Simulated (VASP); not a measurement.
# BP (I-4m2) in VASP: notebook

BP is run at these levels: LDA; tasks: single point.

Everything below comes from runs of VASP 6.6.1. Logs are shortened: lines on timing, memory, paths and dates and some standing lists are left out, and cuts for length are marked.

### Step 1. The cell of the first run

The structure is tetragonal, space group I-4m2 (No. 119). The conventional cell has a = 3.209 Å, b = 3.209 Å, c = 4.583 Å, α = 90.00°, β = 90.00°, γ = 90.00°. Within 2.6 Å of B (site symmetry -4m2) lie 4 P at 1.97 Å. Within 2.6 Å of P (site symmetry -4m2) lie 4 B at 1.97 Å.

### Step 2. Single point, LDA (zz strain of +1 %)

Contents of INCAR:

```
SYSTEM = BP
ALGO = Normal
EDIFF = 1E-6
ENCUT = 520
ISIF = 2
ISMEAR = -1
LASPH = .TRUE.
LCHARG = .FALSE.
LREAL = .FALSE.
LWAVE = .FALSE.
NBANDS = 11
NELM = 60
PREC = Accurate
SIGMA = 0.08
```

Contents of KPOINTS:

```
k-points
0
G
  12 12 12
  0 0 0
```

Contents of POSCAR:

```
BP
1.0
    0.0000000000      2.2690000000      2.2916900000
    2.2690000000      0.0000000000      2.2916900000
    2.2690000000      2.2690000000      0.0000000000
B P
1 1
Direct
    0.0000000000      0.0000000000      0.0000000000
    0.7500000000      0.7500000000      0.7500000000
```

Potentials or basis: VASP PAW LDA potentials, release 64 (B, P).

Launch:

```bash
$ cat potpaw_LDA.64/B/POTCAR potpaw_LDA.64/P/POTCAR > POTCAR
$ mpirun -np 1 vasp_std > vasp.out
```

OUTCAR:

```text
SYSTEM = BP
   EDIFF = 1E-6
   ENCUT = 520
   ISIF = 2
   ISMEAR = -1
   LASPH = .TRUE.
   LREAL = .FALSE.
   NELM = 60
   PREC = Accurate

 ion  position               nearest neighbor table
   1  0.000  0.000  0.000-   2 1.97   2 1.97   2 1.97   2 1.97
   2  0.750  0.750  0.750-   1 1.97   1 1.97   1 1.97   1 1.97

  LATTYP: Found a body centered tetragonal cell.
 ALAT       =     3.2088505730
 C/A-ratio  =     1.4283556980

  Lattice vectors:

 A1 = (  -2.2690000000,   0.0000000000,   2.2916900000)
 A2 = (   2.2690000000,   0.0000000000,   2.2916900000)
 A3 = (   0.0000000000,   2.2690000000,  -2.2916900000)

Analysis of symmetry for initial positions (statically):
=====================================================================
 Subroutine PRICEL returns:
 Original cell was already a primitive cell.

 Routine SETGRP: Setting up the symmetry group for a
 body centered tetragonal supercell.

 Subroutine GETGRP returns: Found  8 space group operations
 (whereof  8 operations were pure point group operations)
 out of a pool of 16 trial point group operations.

The static configuration has the point symmetry D_2d.

Analysis of symmetry for dynamics (positions and initial velocities):
=====================================================================
 Subroutine PRICEL returns:
 Original cell was already a primitive cell.

 Routine SETGRP: Setting up the symmetry group for a
 body centered tetragonal supercell.

 Subroutine GETGRP returns: Found  8 space group operations
 (whereof  8 operations were pure point group operations)
 out of a pool of 16 trial point group operations.

The dynamic configuration has the point symmetry D_2d.

 Subroutine INISYM returns: Found  8 space group operations
 (whereof  8 operations are pure point group operations),
 and found     1 'primitive' translations

----------------------------------------------------------------------------------------

                                     Primitive cell

  volume of cell :      23.5969

  direct lattice vectors                    reciprocal lattice vectors
     0.000000000  2.269000000  2.291690000    -0.220361393  0.220361393  0.218179597
     2.269000000  0.000000000  2.291690000     0.220361393 -0.220361393  0.218179597
     2.269000000  2.269000000  0.000000000     0.220361393  0.220361393 -0.218179597

  length of vectors
     3.224934737  3.224934737  3.208850573     0.380421639  0.380421639  0.380421639

  position of ions in fractional coordinates (direct lattice)
     0.000000000  0.000000000  0.000000000
     0.750000000  0.750000000  0.750000000

  ion indices of the primitive-cell ions
   primitive index   ion index
                 1           1
                 2           2

----------------------------------------------------------------------------------------

 KPOINTS: k-points

Automatic generation of k-mesh.
 Grid dimensions read from file:
 generate k-points for:   12   12   12

 Generating k-lattice:

  Cartesian coordinates                     Fractional coordinates (reciprocal lattice)
    -0.018363449  0.018363449  0.018181633     0.083333333 -0.000000000  0.000000000
     0.018363449 -0.018363449  0.018181633    -0.000000000  0.083333333  0.000000000
     0.018363449  0.018363449 -0.018181633     0.000000000  0.000000000  0.083333333

  Length of vectors
     0.031701803  0.031701803  0.031701803

  Shift w.r.t. Gamma in fractional coordinates (k-lattice)
     0.000000000  0.000000000  0.000000000

 Subroutine IBZKPT returns following result:
 ===========================================

 Found    163 irreducible k-points:

 Following reciprocal coordinates:
            Coordinates               Weight
  0.000000  0.000000  0.000000      1.000000
  0.083333  0.000000  0.000000      8.000000
  0.166667  0.000000  0.000000      8.000000
  0.250000  0.000000  0.000000      8.000000
  0.333333 -0.000000  0.000000      8.000000
  0.416667  0.000000  0.000000      8.000000
[... 16 lines left out ...]
  0.500000  0.166667  0.000000      8.000000
 -0.416667  0.166667  0.000000      8.000000
 [... further k-points ...]
   k-points           NKPTS =    163   k-points in BZ     NKDIM =    163   number of bands    NBANDS=     11
   number of dos      NEDOS =    301   number of ions     NIONS =      2
   total plane-waves  NPLWV =  13824
   dimension x,y,z NGX =    24 NGY =   24 NGZ =   24
   dimension x,y,z NGXF=    48 NGYF=   48 NGZF=   48
   ions per type =               1   1
   NGX,Y,Z   is equivalent  to a cutoff of  12.37, 12.37, 12.43 a.u.
   NGXF,Y,Z  is equivalent  to a cutoff of  24.74, 24.74, 24.87 a.u.
 SYSTEM =  BP
   PREC   = accura    normal or accurate (medium, high low for compatibility)
   ISTART =      0    job   : 0-new  1-cont  2-samecut
   ICHARG =      2    charge: 1-file 2-atom 10-const
   ISPIN  =      1    spin polarized calculation?
   LNONCOLLINEAR =      F non collinear calculations
   LSORBIT =      F    spin-orbit coupling
   LASPH  =      T    aspherical Exc in radial PAW
   ENCUT  =  520.0 eV  38.22 Ry    6.18 a.u.   6.00  6.00  5.97*2*pi/ulx,y,z
   NELM   =     60;   NELMIN=  2; NELMDL= -5     # of ELM steps
   EDIFF  = 0.1E-05   stopping-criterion for ELM
   LREAL  =      F    real-space projection
   EDIFFG = 0.1E-04   stopping-criterion for IOM
   NSW    =      0    number of steps for IOM
   IBRION =     -1    ionic relax: 0-MD 1-quasi-New 2-CG
   NFREE  =      0    steps in history (QN), initial steepest desc. (CG)
   ISIF   =      2    stress and relaxation
   ISYM   =      2    0-nonsym 1-usesym 2-fastsym
   POTIM  = 0.5000    time-step for ionic-motion
   TEBEG  =    0.0;   TEEND  =   0.0 temperature during run
   PSTRESS=    0.0 pullay stress
   NELECT =       8.0000    total number of electrons
   NUPDOWN=      -1.0000    fix difference up-down
   EMIN   =  10.00;   EMAX   =-10.00  energy-range for DOS
   EFERMI =   0.00;   METHOD = LEGACY
   ISMEAR =    -1;   SIGMA  =   0.08  broadening in eV -4-tet -1-fermi 0-gaus
   EFERMI_NEDOS =   21; number of points for ismear=-14 and -15
   IALGO  =     38    algorithm
   IMIX   =      4    mixing-type and parameters
     AMIX     =   0.40;   BMIX     =  1.00
     AMIX_MAG =   1.60;   BMIX_MAG =  1.00
  volume/ion in A,a.u.               =      11.80        79.62
  Fermi-wavevector in a.u.,A,eV,Ry     =   1.141528  2.157175 17.729561  1.303086
  Thomas-Fermi vector in A             =   2.278228
   LORBIT       =      0    0 simple, 1 ext, 2 COOP (PROOUT), +10 PAW based schemes
   GGA     = CA    functional components
   LHFCALC =     F    Hartree Fock is set to
   AEXX    =    0.0000 exact exchange contribution
   IVDW    =     0    specifies the selected vdW correction
   LEPSILON=     F    determine dielectric tensor
   LRPA    =     F    only Hartree local field effects (RPA)
 non-spin polarized calculation
  energy-cutoff  :      520.00
  volume of cell :       23.60
 maximum number of plane-waves:       648
   NGX = 11   NGY = 11   NGZ = 11

 number of electron       8.0000000 magnetization

 Free energy of the ion-electron system (eV)
  ---------------------------------------------------
  ext. energy  EPLUGINS =         0.00000000
  ---------------------------------------------------
  free energy    TOTEN  =       -14.37735437 eV

  energy without entropy =      -14.37734663  energy(sigma->0) =      -14.37735050

 E-fermi :   7.8643     XC(G=0): -11.0471

 val. band max:        7.3203069157   @ k =   0.0000   0.0000   0.0000
 cond. band min:       8.4421226063   @ k =   0.4167   0.0000   0.4167
 fundamental gap:      1.1218156905
 Fermi energy:         7.8643020423

 k-point     1 :       0.0000    0.0000    0.0000
  band No.  band energies     occupation
      1      -8.0150      2.00000
      2       7.2227      1.99934
      3       7.3203      1.99777
      4       7.3203      1.99777
      5      10.6333      0.00000
      6      10.6333      0.00000
      7      10.6884      0.00000
      8      14.5039      0.00000
      9      18.4755      0.00000
     10      19.3067      0.00000
     11      19.5714      0.00000

 k-point     2 :       0.0833    0.0000    0.0000
  band No.  band energies     occupation
      1      -7.8909      2.00000
      2       6.3380      2.00000
      3       7.0438      1.99993
      4       7.1116      1.99984
      5      10.9265      0.00000
      6      10.9338      0.00000
      7      11.0150      0.00000
      8      14.8698      0.00000
      9      18.7725      0.00000
     10      18.8767      0.00000
     11      19.0047      0.00000

 k-point     3 :       0.1667    0.0000    0.0000
  band No.  band energies     occupation
      1      -7.5218      2.00000
      2       4.4849      2.00000
      3       6.5901      2.00000
      4       6.6722      2.00000
      5      11.2298      0.00000
      6      11.5366      0.00000
      7      11.5623      0.00000
      8      15.7700      0.00000
      9      18.1286      0.00000
     10      18.2910      0.00000
     11      19.7074      0.00000

 k-point     4 :       0.2500    0.0000    0.0000
  band No.  band energies     occupation
      1      -6.9197      2.00000
      2       2.4962      2.00000
      3       6.1352      2.00000
      4       6.2335      2.00000
      5      11.2110      0.00000
      6      11.9930      0.00000
      7      12.0115      0.00000
      8      16.6837      0.00000
      9      18.1800      0.00000
     10      18.2498      0.00000
     11      20.0368      0.00000
[... 239 lines left out ...]
 k-point    22 :       0.4167    0.1667    0.0000
  band No.  band energies     occupation
      1      -5.4217      2.00000
      2       0.3641      2.00000
      3       4.1546      2.00000
      4       4.7266      2.00000
      5      10.4454      0.00000
      6      13.5888      0.00000
      7      14.0388      0.00000
      8      14.6061      0.00000
      9      19.9672      0.00000
     10      21.8203      0.00000
     11      22.3220      0.00000

 k-point    23 :       0.5000    0.1667    0.0000
  band No.  band energies     occupation
      1      -4.5878      2.00000
      2      -0.9464      2.00000
      3       3.6758      2.00000
      4       4.8056      2.00000
      5      10.5901      0.00000
      6      13.4922      0.00000
      7      13.7147      0.00000
      8      16.1841      0.00000
      9      19.5955      0.00000
     10      21.7928      0.00000
     11      23.0698      0.00000

 k-point    24 :      -0.4167    0.1667    0.0000
  band No.  band energies     occupation
      1      -4.3971      2.00000
      2      -1.2043      2.00000
      3       3.3601      2.00000
      4       5.0679      2.00000
      5      10.8562      0.00000
      6      13.3804      0.00000
      7      13.4308      0.00000
      8      17.5140      0.00000
      9      19.0924      0.00000
     10      19.9912      0.00000
     11      23.1001      0.00000

 [... further k-points ...]
[... 5 lines left out ...]
  --------------------------------------------------------------------------------------
  -------------------------------------------------------------------------------------
  Total       -0.8760366     -0.8760366     -1.2696787      0.0000000      0.0000000     -0.0000000
  in kB      -59.4809624    -59.4809624    -86.2083921      0.0000000      0.0000000     -0.0000000
  external PRESSURE =     -68.3901057 kB  Pullay stress =       0.0000000 kB

 VOLUME and BASIS-vectors are now :
 -----------------------------------------------------------------------------
  energy-cutoff  :      520.00
  volume of cell :       23.60
      direct lattice vectors                 reciprocal lattice vectors
     0.000000000  2.269000000  2.291690000    -0.220361393  0.220361393  0.218179597
     2.269000000  0.000000000  2.291690000     0.220361393 -0.220361393  0.218179597
     2.269000000  2.269000000  0.000000000     0.220361393  0.220361393 -0.218179597

 POSITION                                       TOTAL-FORCE (eV/Angst)
 -----------------------------------------------------------------------------------
      0.00000      0.00000      0.00000         0.000000      0.000000      0.000000
      3.40350      3.40350      3.43754        -0.000000     -0.000000     -0.000000
 -----------------------------------------------------------------------------------
    total drift:                               -0.000000     -0.000000     -0.000000

  FREE ENERGIE OF THE ION-ELECTRON SYSTEM (eV)
  ---------------------------------------------------
  free  energy   TOTEN  =       -14.3773543697 eV

  energy  without entropy=      -14.3773466292  energy(sigma->0) =      -14.37735050
```

Run time: 39 s. Hardware: 1 thread of Intel Xeon 8259CL, shared host; peak memory 0.15 GiB.

Results:

| Quantity | Value |
| --- | --- |
| Free energy | -14.3774 eV |
| Pressure | -6.8 GPa |
| Band gap on the k mesh | 1.12 eV, indirect (least direct gap 3.31 eV) |

Caveat: the cell differs from its parent crystal (zz strain of +1 %). A k mesh can miss the band edges.

### Step 3. Single point, LDA (equal xx and yy strain of +2 %)

Contents of INCAR:

```
SYSTEM = BP
PREC = Accurate
ENCUT = 520
EDIFF = 1E-6
ISMEAR = -1
SIGMA = 0.08
LREAL = .FALSE.
LASPH = .TRUE.
NELM = 60
ALGO = Normal
ISIF = 2
LWAVE = .FALSE.
LCHARG = .FALSE.
NBANDS = 11
```

Contents of KPOINTS:

```
Automatic mesh
0
G
  12 12 12
  0 0 0
```

Contents of POSCAR:

```
BP
1.0
    0.0000000000      2.3143800000      2.2690000000
    2.3143800000      0.0000000000      2.2690000000
    2.3143800000      2.3143800000      0.0000000000
B P
1 1
Direct
    0.0000000000      0.0000000000      0.0000000000
    0.7500000000      0.7500000000      0.7500000000
```

Potentials or basis: VASP PAW LDA potentials, release 64 (B, P).

Launch:

```bash
$ cat potpaw_LDA.64/B/POTCAR potpaw_LDA.64/P/POTCAR > POTCAR
$ mpirun -np 1 vasp_std > vasp.out
```

It took 36 s on 1 thread of Intel Xeon 8259CL, shared host; peak memory 0.15 GiB.

Results (log left out):

| Item | Value |
| --- | --- |
| Free energy | -14.3342 eV |
| Pressure | -11.0 GPa |
| Band gap on the k mesh | 0.94 eV, indirect (least direct gap 3.12 eV) |

Stress tensor (GPa, compression positive):
```
-12.67   0.00   0.00
  0.00 -12.67   0.00
  0.00   0.00  -7.69
```

Levels at points of the mesh, in eV from the valence-band top:
| k point | band 2 | band 3 | band 4 | band 5 | band 6 | band 7 |
| --- | --- | --- | --- | --- | --- | --- |
| (0.00, 0.00, 0.00) | -0.18 | -0.18 | 0.00 | 3.12 | 3.24 | 3.24 |
| (0.50, 0.00, 0.00) | -8.86 | -1.94 | -1.70 | 3.38 | 4.43 | 4.66 |
| (0.50, 0.50, 0.00) | -8.29 | -4.22 | -4.22 | 1.10 | 1.28 | 11.50 |
| (0.50, 0.00, 0.50) | -8.47 | -4.04 | -4.00 | 1.32 | 1.55 | 11.31 |

Caveat: the cell differs from its parent crystal (equal xx and yy strain of +2 %). A k mesh can miss the band edges.
